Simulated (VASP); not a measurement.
Input of a VASP 6.6.1 run:

File INCAR:

```
PREC = Accurate ; ENCUT = 600
EDIFF = 1E-7 ; ISMEAR = 0
SIGMA = 0.1 ; LREAL = False
LASPH = True ; NELM = 100
ALGO = Normal ; ISIF = 3
LWAVE = False ; LCHARG = False
GGA = PS ; IBRION = 2
NSW = 90 ; EDIFFG = -0.04
```

The input KPOINTS:

```
Automatic mesh
0
Gamma
  9 9 9
```

POSCAR

```
Nb
1.0
    1.4059607753      0.8117318321      7.8263273565
   -1.4059607753      0.8117318321      7.8263273565
    0.0000000000     -1.6234636642      7.8263273565
Nb
3
Direct
    0.0000000000      0.0000000000      0.0000000000
    0.2223328358      0.2223328358      0.2223328358
    0.7776671642      0.7776671642      0.7776671642
```

Potentials or basis: VASP PAW PBE potentials, release 64 (Nb_sv).

The run is started by

```console
$ cat potpaw_PBE.64/Nb_sv/POTCAR > POTCAR
$ mpirun -np 1 vasp_std > vasp.out
```

Q: What does it give for the relaxed volume?

A: 18.01 Å³/atom.

Q: Predict the relaxed cell.

A: a = 8.018 Å, b = 8.018 Å, c = 8.018 Å, α = 20.25°, β = 20.25°, γ = 20.25°.

Step by step:
| step | energy change (eV) | largest force (eV/Å) | pressure (GPa) | volume (Å³) |
| --- | --- | --- | --- | --- |
| 1 | 0.0000 | 0.0166 | 1.45 | 53.59 |
| 2 | 0.0047 | 0.0025 | -2.59 | 54.86 |
| 3 | -0.0020 | 0.0114 | -0.02 | 54.04 |

Caveat: the PAW data sets were made with another functional, which shifts forces and pressure a little.
